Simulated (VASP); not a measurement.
A run of VASP 6.6.1:

INCAR

```
SYSTEM = LiCd
ALGO = Normal
EDIFF = 1E-6
ENCUT = 520
GGA = PS
ISIF = 2
ISMEAR = 1
LASPH = .True.
LCHARG = .True.
LELF = .True.
LREAL = .False.
LVHAR = .True.
LWAVE = .False.
NBANDS = 23
NELM = 60
PREC = Accurate
SIGMA = 0.1
```

File KPOINTS:

```
k-points
0
Gamma
  4 4 4
  0 0 0
```

POSCAR

```
LiCd
1.0
    0.0000000000      3.3324203900      3.3324203900
    3.3324203900      0.0000000000      3.3324203900
    3.3324203900      3.3324203900      0.0000000000
Li Cd
2 2
Direct
    0.2500000000      0.2500000000      0.2500000000
    0.0000000000      0.0000000000      0.0000000000
    0.7500000000      0.7500000000      0.7500000000
    0.5000000000      0.5000000000      0.5000000000
```

Potentials or basis: VASP PAW PBE potentials, release 64 (Li_sv, Cd).

Command:

```sh
$ cat potpaw_PBE.64/Li_sv/POTCAR potpaw_PBE.64/Cd/POTCAR > POTCAR
$ mpirun -np 1 vasp_std > vasp.out
```

Hardware: 1 thread of Intel(R) Xeon(R) Platinum 8375C CPU @ 2.90GHz (Ice Lake) (shared host).

**Question.** How long does it take, and how much memory?

**Answer.** Wall time 18 s on 1 thread of Intel(R) Xeon(R) Platinum 8375C CPU @ 2.90GHz (Ice Lake) (shared host), peak memory 0.2 GiB. Counts: scf iterations 11, k points 8.
